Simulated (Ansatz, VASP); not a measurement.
**P: VASP beside Ansatz**

INCAR

```
PREC     = Accurate       # precision mode
ENCUT    = 520            # plane-wave cutoff, eV
EDIFF    = 1E-6           # SCF threshold, eV
ISMEAR   = 0              # smearing method
SIGMA    = 0.03           # smearing width, eV
LREAL    = False          # projectors in reciprocal space
LASPH    = True           # aspherical terms in the spheres
NELM     = 60             # most SCF steps
ALGO     = Normal         # electronic algorithm
ISIF     = 2              # what is computed and relaxed
LWAVE    = False          # write WAVECAR
LCHARG   = False          # write CHGCAR
GGA      = PE             # functional
NBANDS   = 18             # bands
```

Contents of KPOINTS:

```
regular mesh
0
Gamma
  10 10 8
```

File POSCAR:

```
P
1.0
    1.6800444704     -5.7273585144      0.0000000000
    1.6800444704      5.7273585144      0.0000000000
    0.0000000000      0.0000000000      4.4210396311
P
4
Direct
    0.0940707809      0.9059292191      0.9137202394
    0.5940707809      0.4059292191      0.5862797606
    0.9059292191      0.0940707809      0.0862797606
    0.4059292191      0.5940707809      0.4137202394
```

Input for Ansatz:

```yaml
crystal:
  lattice:
    - [1.6800444704, -5.7273585144, 0.0]
    - [1.6800444704, 5.7273585144, 0.0]
    - [0.0, 0.0, 4.4210396311]
  atoms:
    - { symbol: P, position: [0.0940707809, 0.9059292191, 0.9137202394] }
    - { symbol: P, position: [0.5940707809, 0.4059292191, 0.5862797606] }
    - { symbol: P, position: [0.9059292191, 0.0940707809, 0.0862797606] }
    - { symbol: P, position: [0.4059292191, 0.5940707809, 0.4137202394] }
basis:
  ecutwfc: 420
kpoints:
  mp_grid: { grid: [10, 10, 8] }
hamiltonian:
  xc: pbe
scf:
  occupations: { method: gaussian, width: 0.03 }
output:
  forces: true
  stress: true
  eigenvalues: true
```

Change from the starting cell: strain +0.015 along x and y, -0.030 along z, atoms carried along.

Alike in both runs: task single point; functional PBE; k mesh 10 × 10 × 8; occupations gaussian, width 0.03 eV; no spin polarisation.

```csv
,VASP,Ansatz
version,VASP 6.6.1,Ansatz 0.2.0
potentials or method,"VASP PAW PBE potentials, release 64 (P), cutoff 520 eV","scalar-relativistic, plane waves, PAW"
valence electrons in the cell,20,20
```

Ansatz gave:

```
gap on the k mesh at the Fermi level (eV)                     : 0.09
least direct gap on the mesh (eV)                             : 0.14
pressure (GPa)                                                : -0.1
traceless stress, the component that is largest in VASP (GPa) : 2.55
rms of the force components (eV/Å)                            : 0.252
```

Question: Which values does VASP return?

Answer: gap on the k mesh at the Fermi level (eV): 0.09; least direct gap on the mesh (eV): 0.13; pressure (GPa): -0.4; traceless stress, the component that is largest in VASP (GPa): 2.55; rms of the force components (eV/Å): 0.242.

Atom by atom the forces differ by 0.029 eV/Å (rms over components).
